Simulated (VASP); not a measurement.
Write the native input for VASP 6.6.1 that does the following.

```
Task                   : single point
Functional             : PBEsol
Dispersion             : D3(BJ)
Potentials or basis    : VASP PAW PBE potentials, release 64 (Al, N)
Cutoff                 : 600 eV
k mesh                 : 10 × 10 × 10
Occupations            : gaussian, width 0.02 eV
Spin                   : no spin polarisation
Dipole correction      : no
Further INCAR settings : ALGO = Normal; EDIFF = 1e-06; NBANDS = 11
```

The structure of AlN (d3) lies in POSCAR:

```
AlN
1.0
    0.0000000000      2.0668446427      2.0668446427
    2.0668446427      0.0000000000      2.0668446427
    2.0668446427      2.0668446427      0.0000000000
Al N
1 1
Direct
    0.5000000000      0.5000000000      0.5000000000
    0.0000000000      0.0000000000      0.0000000000
```

This cell differs from its parent crystal: volume scaled by 1.09.

These files were run (other wordings do the same):

INCAR

```
PREC     = Accurate       # precision mode
ENCUT    = 600            # plane-wave cutoff, eV
EDIFF    = 1E-6           # SCF threshold, eV
ISMEAR   = 0              # smearing method
SIGMA    = 0.02           # smearing width, eV
LREAL    = False          # projectors in reciprocal space
LASPH    = True           # aspherical terms in the spheres
NELM     = 120            # most SCF steps
ALGO     = Normal         # electronic algorithm
ISIF     = 2              # what is computed and relaxed
LWAVE    = False          # write WAVECAR
LCHARG   = False          # write CHGCAR
GGA      = PS             # functional
IVDW     = 12             # dispersion correction
NBANDS   = 11             # bands
GGA_COMPAT= False
```

KPOINTS

```
regular mesh
0
Gamma
  10 10 10
```

Potentials or basis: VASP PAW PBE potentials, release 64 (Al, N).

The run is started by

```sh
$ cat potpaw_PBE.64/Al/POTCAR potpaw_PBE.64/N/POTCAR > POTCAR
$ mpirun -np 1 vasp_std > vasp.out
```

Results of the run:

| Quantity | Value |
| --- | --- |
| Pressure | -20.2 GPa |
| Band gap on the k mesh | 3.94 eV, indirect (least direct gap 4.75 eV) |
| Dispersion energy per atom | -0.268 eV |

Caveat: the PAW data sets were made with another functional, which shifts forces and pressure a little.

Run time: 5.4 s on 1 thread of Intel Xeon 6975P-C, with other jobs on the host, peak memory 0.15 GiB.
